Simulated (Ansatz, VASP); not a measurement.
# Cs: VASP beside Ansatz

File INCAR:

```
SYSTEM = Cs
PREC = Accurate
ENCUT = 520
EDIFF = 1E-8
ISMEAR = -1
SIGMA = 0.05
LREAL = .False.
LASPH = .True.
NELM = 150
ALGO = Normal
ISIF = 2
LWAVE = .False.
LCHARG = .False.
LNONCOLLINEAR = .True.
MAGMOM = 0 0 0
LORBIT = 11
LSORBIT = .True.
GGA_COMPAT = .False.
LORBMOM = .True.
GGA = PE
LEFG = .True.
NBANDS = 20
```

Contents of KPOINTS:

```
Automatic mesh
0
Gamma
  9 9 9
  0 0 0
```

POSCAR

```
Cs
1.0
   -3.0225000000      3.0225000000      3.0225000000
    3.0225000000     -3.0225000000      3.0225000000
    3.0225000000      3.0225000000     -3.0225000000
Cs
1
Direct
    0.0000000000      0.0000000000      0.0000000000
```

Input for Ansatz:

```yaml
crystal:
  lattice:
    - [-3.0225, 3.0225, 3.0225]
    - [3.0225, -3.0225, 3.0225]
    - [3.0225, 3.0225, -3.0225]
  atoms:
    - { symbol: Cs, position: [0.0, 0.0, 0.0] }
kpoints:
  mp_grid: { grid: [9, 9, 9] }
  band_path:
    path:
      - [0.0, 0.0, 0.0]
      - [0.5, -0.5, 0.5]
      - [0.0, 0.0, 0.5]
      - [0.0, 0.0, 0.0]
      - [0.25, 0.25, 0.25]
      - [0.5, -0.5, 0.5]
      - [0.25, 0.25, 0.25]
      - [0.0, 0.0, 0.5]
    npoints: 5
scf:
  occupations: { method: fermi_dirac, width: 0.05 }
hamiltonian:
  xc: pbe
  pseudopotentials: { kind: paw_fr }
output:
  forces: true
  stress: true
  eigenvalues: true
  efg: { contact_densities: true }
magnetization:
  noncollinear: true
  spin_orbit: true
```

Alike in both runs: task electric field gradients; functional PBE; k mesh 9 × 9 × 9; occupations fermi-dirac, width 0.05 eV; non-collinear spin, spin-orbit coupling.

```csv
,VASP,Ansatz
version,VASP 6.6.1,Ansatz 0.2.0
potentials or method,"VASP PAW PBE potentials, release 64 (Cs_sv)","PAW with Ansatz's default frozen-core files, fully relativistic files with spin-orbit coupling"
plane-wave cutoff (eV),520,420
valence electrons in the cell,9,9
```

```csv
,VASP,Ansatz,Ansatz less VASP
pressure (GPa),0.1,0.1,+0.01
net moment per atom (μB),0.00,0.00,0.000
```

With one functional, cell and mesh, what is left measures potentials, basis and numerics.
